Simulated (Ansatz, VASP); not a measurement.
# AlIn2As3: VASP beside Ansatz

```
CELL_PARAMETERS angstrom
-2.12930 2.12930 9.04329
2.12930 -2.12930 9.04329
2.12930 2.12930 -9.04329
ATOMIC_POSITIONS crystal
Al 0.50000 0.50000 0.00000
In 0.83752 0.83752 0.00000
In 0.16248 0.16248 0.00000
As 0.42594 0.92594 0.50000
As 0.07406 0.57406 0.50000
As 0.75000 0.25000 0.50000
```

Alike in both runs: functional PBE; k mesh 6 × 6 × 6; occupations gaussian, width 0.1 eV; no spin polarisation.

Ansatz relaxed the structure, and its values are those at the end. VASP's run is a single point on that final structure, the one shown.

|  | VASP | Ansatz |
| --- | --- | --- |
| version | VASP 6.6.1 | Ansatz 0.2.0 |
| potentials or method | VASP PAW PBE potentials, release 64 (Al, In_d, As), cutoff 520 eV | scalar-relativistic, plane waves, PAW |
| valence electrons in the cell | 44 | 74 |

```csv
,VASP,Ansatz,Ansatz less VASP
gap on the k mesh at the Fermi level (eV),0.12,0.12,-0.002
least direct gap on the mesh (eV),0.12,0.12,-0.002
pressure (GPa),0.1,0.1,-0.07
rms of the force components (eV/Å),0.003,0.004,+0.0009
```

VASP's potentials hold 44 valence electrons a cell and Ansatz's 74, so a difference there can come from the potentials and not from the codes.
